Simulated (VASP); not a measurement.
NaCl:

```
Na Cl
1.0
     0.00000    2.76514    2.76514
     2.76514    0.00000    2.76514
     2.76514    2.76514    0.00000
Na Cl
1 1
Direct
  0.00000 0.00000 0.00000
  0.50000 0.50000 0.50000
```

This cell differs from its parent crystal: strain -1.3%.

Base run:

* Program: VASP 6.6.1
* Functional: r2SCAN
* Potentials or basis: VASP PAW PBE potentials, release 64 (Na_pv, Cl)
* Cutoff: 520 eV
* k mesh: 8 × 8 × 8
* Occupations: gaussian, width 0.01 eV
* Spin: no spin polarisation

Its results: band gap on the k mesh 6.18 eV, direct; pressure 1.1 GPa.

Task: The run is repeated on the same cell with these changes: functional from r2SCAN to PBE; occupations from gaussian, width 0.01 eV to fermi-dirac, width 0.02 eV. What comes out?

Result: Band gap on the k mesh 5.34 eV, direct; pressure 2.5 GPa.

Caveats: the PAW data sets were made with another functional, which shifts forces and pressure a little (some runs).

